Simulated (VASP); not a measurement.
# Au (P6_3/mmc) in VASP: notebook

The runs below take Au through single point, with r2SCAN.

All numbers are computed with VASP 6.6.1; they aren't measurements. Logs are shortened: lines on timing, memory, paths and dates and some standing lists are left out, and cuts for length are marked.

### Step 1. The cell of the first run

It takes space group P6_3/mmc (No. 194, hexagonal). Conventional cell: a = 2.982 Å, b = 2.982 Å, c = 4.616 Å, α = 90.00°, β = 90.00°, γ = 120.00°. Within 3.8 Å of Au (site symmetry -6m2) lie 12 Au at 2.88 to 2.98 Å.

### Step 2. Single point, r2SCAN

POSCAR

```
Au
1.0
    2.9817311615      0.0000000000      0.0000000000
   -1.4908655807      2.5822549331      0.0000000000
    0.0000000000      0.0000000000      4.6161336414
Au
2
Direct
    0.3333333333      0.6666666667      0.7500000000
    0.6666666667      0.3333333333      0.2500000000
```

INCAR.step1

```
SYSTEM = Au
PREC = Accurate
ENCUT = 520
ISMEAR = 0
SIGMA = 0.15
LREAL = .False.
LASPH = .True.
NELM = 60
NBANDS = 18
GGA = PE
ALGO = Normal
EDIFF = 1E-4
LWAVE = .True.
LCHARG = .False.
```

INCAR.step2

```
SYSTEM = Au
PREC = Accurate
ENCUT = 520
EDIFF = 1E-6
ISMEAR = 0
SIGMA = 0.15
LREAL = .False.
LASPH = .True.
NELM = 60
ALGO = Normal
ISIF = 2
LWAVE = .False.
LCHARG = .True.
METAGGA = R2SCAN
LMIXTAU = .True.
LELF = .True.
LVHAR = .True.
NBANDS = 18
ISTART = 1
```

KPOINTS

```
regular mesh
0
Gamma
  24 24 12
  0 0 0
```

Potentials or basis: VASP PAW PBE potentials, release 64 (Au).

Started as:

```
$ cat potpaw_PBE.64/Au/POTCAR > POTCAR
$ cp INCAR.step1 INCAR
$ mpirun -np 1 vasp_std > vasp.out
$ cp INCAR.step2 INCAR
$ mpirun -np 1 vasp_std > vasp.out
```

OUTCAR:

```text
SYSTEM = Au
   PREC = Accurate
   ENCUT = 520
   EDIFF = 1E-6
   ISMEAR = 0
   LREAL = .False.
   LASPH = .True.
   NELM = 60
   ISIF = 2
   METAGGA = R2SCAN
   ISTART = 1

 ion  position               nearest neighbor table
   1  0.333  0.667  0.750-   2 2.88   2 2.88   2 2.88   2 2.88   2 2.88   2 2.88
   2  0.667  0.333  0.250-   1 2.88   1 2.88   1 2.88   1 2.88   1 2.88   1 2.88

  LATTYP: Found a hexagonal cell.
 ALAT       =     2.9817311615
 C/A-ratio  =     1.5481387796

  Lattice vectors:

 A1 = (   2.9817311615,   0.0000000000,   0.0000000000)
 A2 = (  -1.4908655807,   2.5822549331,   0.0000000000)
 A3 = (   0.0000000000,   0.0000000000,   4.6161336414)

Analysis of symmetry for initial positions (statically):
=====================================================================
 Subroutine PRICEL returns:
 Original cell was already a primitive cell.

 Routine SETGRP: Setting up the symmetry group for a
 hexagonal supercell.

 Subroutine GETGRP returns: Found 24 space group operations
 (whereof 12 operations were pure point group operations)
 out of a pool of 24 trial point group operations.

The static configuration has the point symmetry D_3d.
 The point group associated with its full space group is D_6h.

Analysis of symmetry for dynamics (positions and initial velocities):
=====================================================================
 Subroutine PRICEL returns:
 Original cell was already a primitive cell.

 Routine SETGRP: Setting up the symmetry group for a
 hexagonal supercell.

 Subroutine GETGRP returns: Found 24 space group operations
 (whereof 12 operations were pure point group operations)
 out of a pool of 24 trial point group operations.

The dynamic configuration has the point symmetry D_3d.
 The point group associated with its full space group is D_6h.

 Subroutine INISYM returns: Found 24 space group operations
 (whereof 12 operations are pure point group operations),
 and found     1 'primitive' translations

----------------------------------------------------------------------------------------

                                     Primitive cell

  volume of cell :      35.5423

  direct lattice vectors                    reciprocal lattice vectors
     2.981731161  0.000000000  0.000000000     0.335375641  0.193629217  0.000000000
    -1.490865581  2.582254933  0.000000000     0.000000000  0.387258433  0.000000000
     0.000000000  0.000000000  4.616133641     0.000000000  0.000000000  0.216631510

  length of vectors
     2.981731161  2.981731161  4.616133641     0.387258433  0.387258433  0.216631510

  position of ions in fractional coordinates (direct lattice)
     0.333333333  0.666666667  0.750000000
     0.666666667  0.333333333  0.250000000

  ion indices of the primitive-cell ions
   primitive index   ion index
                 1           1
                 2           2

----------------------------------------------------------------------------------------

 KPOINTS: regular mesh

Automatic generation of k-mesh.
 Grid dimensions read from file:
 generate k-points for:   24   24   12

 Generating k-lattice:

  Cartesian coordinates                     Fractional coordinates (reciprocal lattice)
     0.013973985  0.008067884  0.000000000     0.041666667  0.000000000  0.000000000
     0.000000000  0.016135768  0.000000000     0.000000000  0.041666667  0.000000000
     0.000000000  0.000000000  0.018052626     0.000000000  0.000000000  0.083333333

  Length of vectors
     0.016135768  0.016135768  0.018052626

  Shift w.r.t. Gamma in fractional coordinates (k-lattice)
     0.000000000  0.000000000  0.000000000

 Subroutine IBZKPT returns following result:
 ===========================================

 Found    427 irreducible k-points:

 Following reciprocal coordinates:
            Coordinates               Weight
  0.000000  0.000000  0.000000      1.000000
  0.041667  0.000000  0.000000      6.000000
  0.083333  0.000000  0.000000      6.000000
  0.125000 -0.000000  0.000000      6.000000
  0.166667 -0.000000  0.000000      6.000000
  0.208333 -0.000000  0.000000      6.000000
[... 16 lines left out ...]
  0.416667  0.041667  0.000000     12.000000
  0.458333  0.041667  0.000000     12.000000
 [... further k-points ...]
   k-points           NKPTS =    427   k-points in BZ     NKDIM =    427   number of bands    NBANDS=     18
   number of dos      NEDOS =    301   number of ions     NIONS =      2
   total plane-waves  NPLWV =  20736
   dimension x,y,z NGX =    24 NGY =   24 NGZ =   36
   dimension x,y,z NGXF=    48 NGYF=   48 NGZF=   72
   ions per type =               2
   NGX,Y,Z   is equivalent  to a cutoff of  13.38, 13.38, 12.97 a.u.
   NGXF,Y,Z  is equivalent  to a cutoff of  26.76, 26.76, 25.93 a.u.
 SYSTEM =  Au
   PREC   = accura    normal or accurate (medium, high low for compatibility)
   ISTART =      1    job   : 0-new  1-cont  2-samecut
   ICHARG =      0    charge: 1-file 2-atom 10-const
   ISPIN  =      1    spin polarized calculation?
   LNONCOLLINEAR =      F non collinear calculations
   LSORBIT =      F    spin-orbit coupling
   LASPH  =      T    aspherical Exc in radial PAW
   ENCUT  =  520.0 eV  38.22 Ry    6.18 a.u.   5.54  5.54  8.58*2*pi/ulx,y,z
   NELM   =     60;   NELMIN=  2; NELMDL=  0     # of ELM steps
   EDIFF  = 0.1E-05   stopping-criterion for ELM
   LREAL  =      F    real-space projection
   EDIFFG = 0.1E-04   stopping-criterion for IOM
   NSW    =      0    number of steps for IOM
   IBRION =     -1    ionic relax: 0-MD 1-quasi-New 2-CG
   NFREE  =      0    steps in history (QN), initial steepest desc. (CG)
   ISIF   =      2    stress and relaxation
   ISYM   =      2    0-nonsym 1-usesym 2-fastsym
   POTIM  = 0.5000    time-step for ionic-motion
   TEBEG  =    0.0;   TEEND  =   0.0 temperature during run
   PSTRESS=    0.0 pullay stress
   NELECT =      22.0000    total number of electrons
   NUPDOWN=      -1.0000    fix difference up-down
   EMIN   =  10.00;   EMAX   =-10.00  energy-range for DOS
   EFERMI =   0.00;   METHOD = LEGACY
   ISMEAR =     0;   SIGMA  =   0.15  broadening in eV -4-tet -1-fermi 0-gaus
   EFERMI_NEDOS =   21; number of points for ismear=-14 and -15
   IALGO  =     38    algorithm
   IMIX   =      4    mixing-type and parameters
     AMIX     =   0.40;   BMIX     =  1.00
     AMIX_MAG =   1.60;   BMIX_MAG =  1.00
  volume/ion in A,a.u.               =      17.77       119.93
  Fermi-wavevector in a.u.,A,eV,Ry     =   1.395191  2.636529 26.484537  1.946559
  Thomas-Fermi vector in A             =   2.518667
   LORBIT       =      0    0 simple, 1 ext, 2 COOP (PROOUT), +10 PAW based schemes
   METAGGA = R2SCAN    functional components
   LHFCALC =     F    Hartree Fock is set to
   AEXX    =    0.0000 exact exchange contribution
   IVDW    =     0    specifies the selected vdW correction
   LEPSILON=     F    determine dielectric tensor
   LRPA    =     F    only Hartree local field effects (RPA)
 non-spin polarized calculation
 Gauss-broadening in eV      SIGMA  =   0.15
  energy-cutoff  :      520.00
  volume of cell :       35.54
 maximum number of plane-waves:      1002
 NGX is ok and might be reduce to    24

 number of electron      22.0000000 magnetization

 Free energy of the ion-electron system (eV)
  ---------------------------------------------------
  ext. energy  EPLUGINS =         0.00000000
  ---------------------------------------------------
  free energy    TOTEN  =      -101.14412345 eV

  energy without entropy =     -101.13649783  energy(sigma->0) =     -101.14031064

 E-fermi :   8.6381     XC(G=0): -13.3235

 val. band max:        8.6331591076   @ k =   0.3750   0.0833   0.5000
 cond. band min:       8.6391936453   @ k =   0.0833   0.0833   0.1667
 fundamental gap:      0.0060345377
 Fermi energy:         8.6380980048

 k-point     1 :       0.0000    0.0000    0.0000
  band No.  band energies     occupation
      1      -0.9923      2.00000
      2       1.5556      2.00000
      3       4.0353      2.00000
      4       4.0353      2.00000
      5       4.2234      2.00000
      6       4.4296      2.00000
[... 10 lines left out ...]
     17      26.2357      0.00000
     18      26.4667      0.00000

 k-point     2 :       0.0417    0.0000    0.0000
  band No.  band energies     occupation
      1      -0.9410      2.00000
      2       1.5928      2.00000
      3       3.9568      2.00000
      4       4.0677      2.00000
      5       4.2986      2.00000
      6       4.4153      2.00000
[... 10 lines left out ...]
     17      26.5103      0.00000
     18      26.5726      0.00000

 k-point     3 :       0.0833    0.0000    0.0000
  band No.  band energies     occupation
      1      -0.7888      2.00000
      2       1.7002      2.00000
      3       3.8209      2.00000
      4       4.1635      2.00000
      5       4.3650      2.00000
      6       4.4402      2.00000
[... 10 lines left out ...]
     17      26.6271      0.00000
     18      26.8817      0.00000

 k-point     4 :       0.1250   -0.0000    0.0000
  band No.  band energies     occupation
      1      -0.5412      2.00000
      2       1.8633      2.00000
      3       3.6785      2.00000
      4       4.2948      2.00000
      5       4.3062      2.00000
      6       4.3194      2.00000
[... 375 lines left out ...]
      4       3.7132      2.00000
      5       4.3134      2.00000
      6       4.5208      2.00000
[... 10 lines left out ...]
     17      22.2146      0.00000
     18      24.4436      0.00000

 k-point    23 :       0.4167    0.0417    0.0000
  band No.  band energies     occupation
      1       1.9018      2.00000
      2       2.0145      2.00000
      3       2.4518      2.00000
      4       3.6662      2.00000
      5       4.4788      2.00000
      6       4.5791      2.00000
[... 10 lines left out ...]
     17      21.5995      0.00000
     18      24.1482      0.00000

 k-point    24 :       0.4583    0.0417    0.0000
  band No.  band energies     occupation
      1       1.9484      2.00000
      2       1.9750      2.00000
      3       2.3912      2.00000
      4       3.6424      2.00000
      5       4.4575      2.00000
      6       4.7327      2.00000
[... 10 lines left out ...]
     17      21.2134      0.00000
     18      24.0010      0.00000

 [... further k-points ...]
[... 5 lines left out ...]
  --------------------------------------------------------------------------------------
  -------------------------------------------------------------------------------------
  Total       -0.5531346     -0.5531346      0.6440073     -0.0000000      0.0000000      0.0000000
  in kB      -24.9342001    -24.9342001     29.0305607     -0.0000000      0.0000000      0.0000000
  external PRESSURE =      -6.9459465 kB  Pullay stress =       0.0000000 kB

 VOLUME and BASIS-vectors are now :
 -----------------------------------------------------------------------------
  energy-cutoff  :      520.00
  volume of cell :       35.54
      direct lattice vectors                 reciprocal lattice vectors
     2.981731161  0.000000000  0.000000000     0.335375641  0.193629217  0.000000000
    -1.490865581  2.582254933  0.000000000     0.000000000  0.387258433  0.000000000
     0.000000000  0.000000000  4.616133641     0.000000000  0.000000000  0.216631510

 POSITION                                       TOTAL-FORCE (eV/Angst)
 -----------------------------------------------------------------------------------
     -0.00000      1.72150      3.46210         0.000000     -0.000000      0.000000
      1.49087      0.86075      1.15403        -0.000000      0.000000      0.000000
 -----------------------------------------------------------------------------------
    total drift:                               -0.000000      0.000000     -0.000000

  FREE ENERGIE OF THE ION-ELECTRON SYSTEM (eV)
  ---------------------------------------------------
  free  energy   TOTEN  =      -101.1441234487 eV

  energy  without entropy=     -101.1364978258  energy(sigma->0) =     -101.14031064
```

It took 8.8 min on 1 thread of Intel Xeon Platinum 8375C at 2.90GHz (Ice Lake), shared host; peak memory 0.34 GiB.

What came out:

```
Free energy            : -101.1441 eV
Pressure               : -0.7 GPa
Band gap on the k mesh : zero (band 11 reaches 12.78 eV, above the bottom of band 12 at 5.87 eV)
```

Levels at points of the mesh, in eV from the Fermi level:
| k point | band 8 | band 9 | band 10 | band 11 | band 12 | band 13 | band 14 | band 15 |
| --- | --- | --- | --- | --- | --- | --- | --- | --- |
| (0.00, 0.00, 0.00) | -4.06 | -4.06 | -2.33 | -2.33 | -0.18 | 3.65 | 14.99 | 17.59 |
| (0.50, 0.00, 0.00) | -2.34 | -2.07 | -1.91 | 0.12 | 1.06 | 6.60 | 7.94 | 7.97 |
| (0.00, 0.00, 0.50) | -4.64 | -2.77 | -2.77 | -2.77 | -2.77 | 12.75 | 12.75 | 15.21 |
| (0.50, 0.00, 0.50) | -2.50 | -2.16 | -2.16 | 0.57 | 0.57 | 3.76 | 3.76 | 13.52 |

Caveat: the PAW data sets were made with another functional, which shifts forces and pressure a little; spin-orbit coupling is left out, which moves the levels of the heavy elements.

### Step 3. Single point, r2SCAN

This run uses another cell than the first one, of the same volume but with other edges.

POSCAR

```
Au
1.0
    2.8093134480      0.0000000000      0.0000000000
   -1.4046567240      2.4329368131      0.0000000000
    0.0000000000      0.0000000000      5.2001389154
Au
2
Direct
    0.3333333333      0.6666666667      0.7500000000
    0.6666666667      0.3333333333      0.2500000000
```

INCAR.step1

```
SYSTEM = Au
PREC     = Accurate       ! precision mode
ENCUT    = 520            ! plane-wave cutoff, eV
ISMEAR   = 0              ! smearing method
SIGMA    = 0.15           ! smearing width, eV
LREAL    = .FALSE.        ! projectors in reciprocal space
LASPH    = .TRUE.         ! aspherical terms in the spheres
NELM     = 80             ! most SCF steps
NBANDS   = 18             ! bands
GGA      = PE             ! functional
ALGO     = Normal         ! electronic algorithm
EDIFF    = 1E-4           ! SCF threshold, eV
LWAVE    = .TRUE.         ! write WAVECAR
LCHARG   = .FALSE.        ! write CHGCAR
```

INCAR.step2

```
SYSTEM = Au
PREC     = Accurate       ! precision mode
ENCUT    = 520            ! plane-wave cutoff, eV
EDIFF    = 1E-6           ! SCF threshold, eV
ISMEAR   = 0              ! smearing method
SIGMA    = 0.15           ! smearing width, eV
LREAL    = .FALSE.        ! projectors in reciprocal space
LASPH    = .TRUE.         ! aspherical terms in the spheres
NELM     = 80             ! most SCF steps
ALGO     = Normal         ! electronic algorithm
ISIF     = 2              ! what is computed and relaxed
LWAVE    = .FALSE.        ! write WAVECAR
LCHARG   = .FALSE.        ! write CHGCAR
METAGGA  = R2SCAN         ! meta-GGA
LMIXTAU  = .TRUE.       
NBANDS   = 18             ! bands
ISTART   = 1
```

KPOINTS

```
regular mesh
0
G
  24 24 12
  0 0 0
```

Potentials or basis: VASP PAW PBE potentials, release 64 (Au).

Started as:

```
$ cat potpaw_PBE.64/Au/POTCAR > POTCAR
$ cp INCAR.step1 INCAR
$ mpirun -np 1 vasp_std > vasp.out
$ cp INCAR.step2 INCAR
$ mpirun -np 1 vasp_std > vasp.out
```

OUTCAR:

```text
SYSTEM = Au
   PREC = Accurate
   ENCUT = 520
   EDIFF = 1E-6
   ISMEAR = 0
   LREAL = .FALSE.
   LASPH = .TRUE.
   NELM = 80
   ISIF = 2
   METAGGA = R2SCAN
   ISTART = 1

 ion  position               nearest neighbor table
   1  0.333  0.667  0.750-   2 3.06   2 3.06   2 3.06   2 3.06   2 3.06   2 3.06
   2  0.667  0.333  0.250-   1 3.06   1 3.06   1 3.06   1 3.06   1 3.06   1 3.06

  LATTYP: Found a hexagonal cell.
 ALAT       =     2.8093134480
 C/A-ratio  =     1.8510354973

  Lattice vectors:

 A1 = (   2.8093134480,   0.0000000000,   0.0000000000)
[... 676 lines left out ...]
      5       4.3498      2.00000
      6       4.4596      2.00000
[... 10 lines left out ...]
     17      20.4612      0.00000
     18      24.5930      0.00000

 [... further k-points ...]
[... 5 lines left out ...]
  --------------------------------------------------------------------------------------
  -------------------------------------------------------------------------------------
  Total        0.7868008      0.7868008     -0.8524254      0.0000000      0.0000000      0.0000000
  in kB       35.4674018     35.4674018    -38.4256286      0.0000000      0.0000000      0.0000000
  external PRESSURE =      10.8363916 kB  Pullay stress =       0.0000000 kB

 VOLUME and BASIS-vectors are now :
 -----------------------------------------------------------------------------
  energy-cutoff  :      520.00
  volume of cell :       35.54
      direct lattice vectors                 reciprocal lattice vectors
     2.809313448  0.000000000  0.000000000     0.355958856  0.205512941  0.000000000
    -1.404656724  2.432936813  0.000000000     0.000000000  0.411025882  0.000000000
     0.000000000  0.000000000  5.200138915     0.000000000  0.000000000  0.192302555

 POSITION                                       TOTAL-FORCE (eV/Angst)
 -----------------------------------------------------------------------------------
     -0.00000      1.62196      3.90010        -0.000000     -0.000000      0.000000
      1.40466      0.81098      1.30003         0.000000      0.000000      0.000000
 -----------------------------------------------------------------------------------
    total drift:                               -0.000000      0.000000     -0.000000

  FREE ENERGIE OF THE ION-ELECTRON SYSTEM (eV)
  ---------------------------------------------------
  free  energy   TOTEN  =      -101.1322154058 eV

  energy  without entropy=     -101.1282504524  energy(sigma->0) =     -101.13023293
```

OUTCAR.step1:

```text
SYSTEM = Au
   PREC = Accurate
   ENCUT = 520
   ISMEAR = 0
   LREAL = .FALSE.
   LASPH = .TRUE.
[... 729 lines left out ...]
     -0.00000      1.62196      3.90010         0.000000     -0.000000      0.000000
      1.40466      0.81098      1.30003        -0.000000      0.000000      0.000000
 -----------------------------------------------------------------------------------
    total drift:                               -0.000000      0.000000     -0.000000

  FREE ENERGIE OF THE ION-ELECTRON SYSTEM (eV)
  ---------------------------------------------------
  free  energy   TOTEN  =        -6.3688651644 eV

  energy  without entropy=       -6.3643858371  energy(sigma->0) =       -6.36662550
```

OSZICAR.step1:

```text
N       E                     dE             d eps       ncg     rms          rms(c)
DAV:   1     0.123314342431E+03    0.12331E+03   -0.11685E+04 15380   0.118E+03
DAV:   2    -0.477816216050E+01   -0.12809E+03   -0.12203E+03 16376   0.260E+02
DAV:   3    -0.690405853585E+01   -0.21259E+01   -0.21134E+01 18016   0.336E+01
DAV:   4    -0.691349912473E+01   -0.94406E-02   -0.94395E-02 16952   0.236E+00
DAV:   5    -0.691358813142E+01   -0.89007E-04   -0.89006E-04 17002   0.244E-01    0.120E+01
DAV:   6    -0.640551112167E+01    0.50808E+00   -0.99625E-01 16098   0.904E+00    0.779E+00
DAV:   7    -0.637288980336E+01    0.32621E-01   -0.97756E-02 16832   0.281E+00    0.332E+00
DAV:   8    -0.636888315766E+01    0.40066E-02   -0.76388E-03 16138   0.701E-01    0.321E-01
DAV:   9    -0.636886516443E+01    0.17993E-04   -0.26775E-05 10364   0.458E-02
   1 F= -.63688652E+01 E0= -.63666255E+01  d E =-.447933E-02
```

Wall time 11 min (1 thread of Intel Xeon Platinum 8375C at 2.90GHz (Ice Lake), shared host); peak memory 0.34 GiB.

Results:

```yaml
Free_energy: -101.1322 eV
Pressure: 1.1 GPa
Band_gap_on_the_k_mesh: zero (band 11 reaches 13.22 eV, above the bottom of band 12 at 5.92 eV)
```

Levels at points of the mesh, in eV from the Fermi level:
| k point | band 9 | band 10 | band 11 | band 12 | band 13 | band 14 |
| --- | --- | --- | --- | --- | --- | --- |
| (0.00, 0.00, 0.00) | -3.26 | -2.38 | -2.38 | -1.34 | 1.30 | 14.41 |
| (0.50, 0.00, 0.00) | -1.72 | -1.63 | 0.67 | 2.03 | 5.43 | 7.02 |
| (0.00, 0.00, 0.50) | -2.75 | -2.75 | -2.75 | -2.75 | 8.70 | 8.70 |
| (0.50, 0.00, 0.50) | -1.67 | -1.67 | 0.78 | 0.78 | 4.28 | 4.28 |

Caveat: the PAW data sets were made with another functional, which shifts forces and pressure a little; spin-orbit coupling is left out, which moves the levels of the heavy elements.

(Continued in part 2 of 2.)
